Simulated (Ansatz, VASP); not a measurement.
**One calculation of Co, two programs**

```
CELL_PARAMETERS angstrom
-1.40115 1.40115 1.40115
1.40115 -1.40115 1.40115
1.40115 1.40115 -1.40115
ATOMIC_POSITIONS crystal
Co 0.00000 0.00000 0.00000
```

Alike in both runs: task single point; functional PBE; k mesh 26 × 26 × 26; occupations fermi-dirac, width 0.1 eV; no spin polarisation.

```csv
,VASP,Ansatz
version,VASP 6.6.1,Ansatz 0.2.0
potentials or method,"VASP PAW PBE potentials, release 64 (Co), cutoff 520 eV","plane waves (420 eV) with PAW, scalar-relativistic"
valence electrons in the cell,9,17
```

|  | VASP | Ansatz | Ansatz less VASP |
| --- | --- | --- | --- |
| pressure (GPa) | -8.9 | -8.5 | +0.48 |

VASP's potentials hold 9 valence electrons a cell and Ansatz's 17, so a difference there can come from the potentials and not from the codes.
